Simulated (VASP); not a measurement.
# C (Fd-3m) in VASP: settings compared, part 2 of 2

VASP 6.6.1. Earlier steps stand in the parts before.

**3. Single point, PBE**

File INCAR:

```
SYSTEM = C
PREC = Accurate
ENCUT = 520
EDIFF = 1E-6
ISMEAR = 0
SIGMA = 0.01
LREAL = .FALSE.
LASPH = .TRUE.
NELM = 100
ALGO = Normal
ISIF = 2
LWAVE = .FALSE.
LCHARG = .TRUE.
GGA = PE
LELF = .TRUE.
LVHAR = .TRUE.
NBANDS = 11
```

File KPOINTS:

```
regular mesh
0
G
  4 4 4
  0 0 0
```

File POSCAR:

```
C
1.0
    0.0000000000      1.7801241411      1.7801241411
    1.7801241411      0.0000000000      1.7801241411
    1.7801241411      1.7801241411      0.0000000000
C
2
Direct
    0.0000000000      0.0000000000      0.0000000000
    0.2500000000      0.2500000000      0.2500000000
```

Potentials or basis: VASP PAW PBE potentials, release 64 (C).

Command:

```sh
$ cat potpaw_PBE.64/C/POTCAR > POTCAR
$ mpirun -np 1 vasp_std > vasp.out
```

OUTCAR:

```text
SYSTEM = C
   PREC = Accurate
   ENCUT = 520
   EDIFF = 1E-6
   ISMEAR = 0
   LREAL = .FALSE.
   LASPH = .TRUE.
   NELM = 100
   ISIF = 2
   GGA = PE

 ion  position               nearest neighbor table
   1  0.000  0.000  0.000-   2 1.54   2 1.54   2 1.54   2 1.54
   2  0.250  0.250  0.250-   1 1.54   1 1.54   1 1.54   1 1.54

  LATTYP: Found a face centered cubic cell.
 ALAT       =     3.5602482822

  Lattice vectors:

[... 281 lines left out ...]
     11      40.3422      0.00000

------------------------ aborting loop because EDIFF is reached ----------------------------------------

  FORCE on cell =-STRESS in cart. coord.  units (eV):
  Direction    XX          YY          ZZ          XY          YZ          ZX
  --------------------------------------------------------------------------------------
  -------------------------------------------------------------------------------------
  Total        0.4248719      0.4248719      0.4248719      0.0000000      0.0000000      0.0000000
  in kB       60.3375531     60.3375531     60.3375531      0.0000000      0.0000000      0.0000000
  external PRESSURE =      60.3375531 kB  Pullay stress =       0.0000000 kB

 VOLUME and BASIS-vectors are now :
 -----------------------------------------------------------------------------
  energy-cutoff  :      520.00
  volume of cell :       11.28
      direct lattice vectors                 reciprocal lattice vectors
     0.000000000  1.780124141  1.780124141    -0.280879287  0.280879287  0.280879287
     1.780124141  0.000000000  1.780124141     0.280879287 -0.280879287  0.280879287
     1.780124141  1.780124141  0.000000000     0.280879287  0.280879287 -0.280879287

 POSITION                                       TOTAL-FORCE (eV/Angst)
 -----------------------------------------------------------------------------------
      0.00000      0.00000      0.00000         0.000000      0.000000      0.000000
      0.89006      0.89006      0.89006        -0.000000     -0.000000     -0.000000
 -----------------------------------------------------------------------------------
    total drift:                                0.000000      0.000000      0.000000

  FREE ENERGIE OF THE ION-ELECTRON SYSTEM (eV)
  ---------------------------------------------------
  free  energy   TOTEN  =       -18.0503233145 eV

  energy  without entropy=      -18.0503233145  energy(sigma->0) =      -18.05032331
```

OSZICAR:

```text
N       E                     dE             d eps       ncg     rms          rms(c)
DAV:   1    -0.178525038326E+01   -0.17853E+01   -0.46122E+03   176   0.709E+02
DAV:   2    -0.183276769634E+02   -0.16542E+02   -0.15839E+02   238   0.113E+02
DAV:   3    -0.187247155608E+02   -0.39704E+00   -0.39579E+00   206   0.132E+01
DAV:   4    -0.187253375875E+02   -0.62203E-03   -0.62201E-03   194   0.676E-01
DAV:   5    -0.187253383863E+02   -0.79873E-06   -0.79875E-06   191   0.225E-02    0.566E+00
DAV:   6    -0.182195975871E+02    0.50574E+00   -0.26360E-01   179   0.361E+00    0.339E+00
DAV:   7    -0.180482436946E+02    0.17135E+00   -0.32533E-01   182   0.407E+00    0.770E-01
DAV:   8    -0.180502529186E+02   -0.20092E-02   -0.89638E-03   182   0.705E-01    0.480E-02
DAV:   9    -0.180503030924E+02   -0.50174E-04   -0.79197E-05   193   0.713E-02    0.265E-02
DAV:  10    -0.180503231473E+02   -0.20055E-04   -0.15054E-05   176   0.341E-02    0.632E-03
DAV:  11    -0.180503233145E+02   -0.16719E-06   -0.32707E-07   190   0.512E-03
   1 F= -.18050323E+02 E0= -.18050323E+02  d E =-.156456E-89
```

stdout:

```text
POSCAR found type information on POSCAR C
 POSCAR found :  1 types and       2 ions
 scaLAPACK will be used
 LDA part: xc-table for (Slater+PW92), standard interpolation
 POSCAR, INCAR and KPOINTS ok, starting setup
 FFT: planning ... GRIDC
 FFT: planning ... GRID_SOFT
 FFT: planning ... GRID
 WAVECAR not read
 entering main loop
```

Run time: 3.3 s. Hardware: 1 thread of Intel Xeon 8259CL, shared host; peak memory 0.12 GiB.

What came out:

| Property | Result |
| --- | --- |
| Free energy | -18.0503 eV |
| Pressure | 6.0 GPa |
| Band gap on the k mesh | 4.45 eV, indirect (least direct gap 5.60 eV) |

Caveat: the k points lie up to 0.76 Å⁻¹ apart.

**4. Single point, PBE**

File INCAR:

```
  ALGO = Normal
  EDIFF = 1E-7
  ENCUT = 520
  GGA = PE
  ISIF = 2
  ISMEAR = 0
  LASPH = T
  LCHARG = F
  LREAL = F
  LWAVE = F
  NBANDS = 11
  NELM = 100
  PREC = Accurate
  SIGMA = 0.01
```

File KPOINTS:

```
k-points
0
Gamma
  8 8 8
```

POSCAR is that of step 3.

Command:

```sh
$ cat potpaw_PBE.64/C/POTCAR > POTCAR
$ mpirun -np 1 vasp_std > vasp.out
```

Run time: 5.4 s. Hardware: 1 thread of Intel Xeon 8259CL, shared host; peak memory 0.12 GiB.

The run converged. Its results:

| Item | Value |
| --- | --- |
| Free energy | -18.1829 eV |
| Pressure | 4.9 GPa |
| Band gap on the k mesh | 4.14 eV, indirect (least direct gap 5.60 eV) |

Levels at points of the mesh, in eV from the valence-band top:
| k point | band 2 | band 3 | band 4 | band 5 | band 6 | band 7 |
| --- | --- | --- | --- | --- | --- | --- |
| (0.00, 0.00, 0.00) | 0.00 | 0.00 | 0.00 | 5.60 | 5.60 | 5.60 |
| (0.50, 0.00, 0.00) | -13.43 | -2.81 | -2.81 | 8.48 | 8.48 | 8.92 |
| (0.50, 0.50, 0.00) | -12.80 | -6.33 | -6.33 | 4.77 | 4.77 | 16.89 |

**5. Single point, PBE**

File INCAR:

```
SYSTEM = C
ALGO = Normal ; EDIFF = 1E-6
ENCUT = 520 ; GGA = PE
ISIF = 2 ; ISMEAR = 0
LASPH = .True. ; LCHARG = .False.
LREAL = .False. ; LWAVE = .False.
NBANDS = 11 ; NELM = 60
PREC = Accurate ; SIGMA = 0.01
```

File KPOINTS:

```
k-points
0
Gamma
  8 8 8
  0 0 0
```

POSCAR is that of step 4.

Command:

```sh
$ cat potpaw_PBE.64/C/POTCAR > POTCAR
$ mpirun -np 1 vasp_std > vasp.out
```

Wall time 5.8 s (1 thread of Intel Xeon 8259CL, shared host); peak memory 0.11 GiB.

The run converged. Its results:

* Free energy: -18.1829 eV
* Pressure: 4.9 GPa
* Band gap on the k mesh: 4.14 eV, indirect (least direct gap 5.60 eV)

Levels at points of the mesh, in eV from the valence-band top:
```
           k point  band 2  band 3  band 4  band 5  band 6  band 7
(0.00, 0.00, 0.00)    0.00    0.00    0.00    5.60    5.60    5.60
(0.50, 0.00, 0.00)  -13.43   -2.81   -2.81    8.48    8.48    8.92
(0.50, 0.50, 0.00)  -12.80   -6.33   -6.33    4.77    4.77   16.89
```

**6. Overview**

| level | potentials or basis | k mesh | gap on the mesh (eV) | pressure (GPa) |
| --- | --- | --- | --- | --- |
| LDA | VASP PAW LDA potentials, release 64 (C) | 4 × 4 × 4 | 4.41 | -8.2 |
| PBE | VASP PAW PBE potentials, release 64 (C) | 4 × 4 × 4 | 4.45 | 6.0 |
| PBE | VASP PAW PBE potentials, release 64 (C) | 8 × 8 × 8 | 4.14 | 4.9 |

Alike in all rows: task single point; no spin polarisation; cell as given; cutoff (eV) 520; smearing gaussian 0.01 eV.

Caveats: some runs use coarse meshes.

Total energies depend on the potentials used, so only differences within one code and one set of settings carry meaning.
